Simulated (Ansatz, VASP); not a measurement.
**BP in VASP and in Ansatz**

The input POSCAR:

```
BP
1.0
    0.0000000000      2.2576550000      2.2690000000
    2.2576550000      0.0000000000      2.2690000000
    2.2576550000      2.2576550000      0.0000000000
B P
1 1
Direct
    0.0000000000      0.0000000000      0.0000000000
    0.7500000000      0.7500000000      0.7500000000
```

INCAR.step1

```
PREC = Accurate
ENCUT = 520
ISMEAR = 0
SIGMA = 0.05
LREAL = False
LASPH = True
NELM = 100
NBANDS = 11
GGA = PE
ALGO = Normal
EDIFF = 1E-4
LWAVE = True
LCHARG = False
```

The input INCAR.step2:

```
PREC = Accurate
ENCUT = 520
EDIFF = 1E-7
ISMEAR = 0
SIGMA = 0.05
LREAL = False
LASPH = True
NELM = 100
ALGO = Normal
ISIF = 2
LWAVE = False
LCHARG = False
METAGGA = R2SCAN
LMIXTAU = True
NBANDS = 11
ISTART = 1
```

Contents of KPOINTS:

```
Automatic mesh
0
Gamma
  10 10 10
```

Input for Ansatz:

```yaml
crystal:
  lattice:
    - [0.0, 2.257655, 2.269]
    - [2.257655, 0.0, 2.269]
    - [2.257655, 2.257655, 0.0]
  atoms:
    - { symbol: B, position: [0.0, 0.0, 0.0] }
    - { symbol: P, position: [0.75, 0.75, 0.75] }
basis:
  ecutwfc: 500
kpoints:
  mp_grid: { grid: [10, 10, 10] }
hamiltonian:
  xc: r2scan
scf:
  occupations: { method: gaussian, width: 0.05 }
output:
  forces: true
  stress: true
  eigenvalues: true
```

Change from the starting cell: strain -0.0050 x Voigt [1, 1, 0, 0, 0, 0], atoms carried along.

Alike in both runs: task single point; functional r2SCAN; k mesh 10 × 10 × 10; occupations gaussian, width 0.05 eV; no spin polarisation.

```csv
,VASP,Ansatz
version,VASP 6.6.1,Ansatz 0.2.0
potentials or method,"VASP PAW PBE potentials, release 64 (B, P), cutoff 520 eV","scalar-relativistic, plane waves, PAW"
valence electrons in the cell,8,8
```

|  | VASP | Ansatz | Ansatz less VASP |
| --- | --- | --- | --- |
| gap on the k mesh at the Fermi level (eV) | 1.39 | 1.36 | -0.030 |
| least direct gap on the mesh (eV) | 3.63 | 3.59 | -0.040 |
| pressure (GPa) | 1.0 | 1.6 | +0.52 |
| traceless stress, the component that is largest in VASP (GPa) | -0.98 | -0.98 | +0.004 |

VASP's potentials were made for PBE, not for r2SCAN.
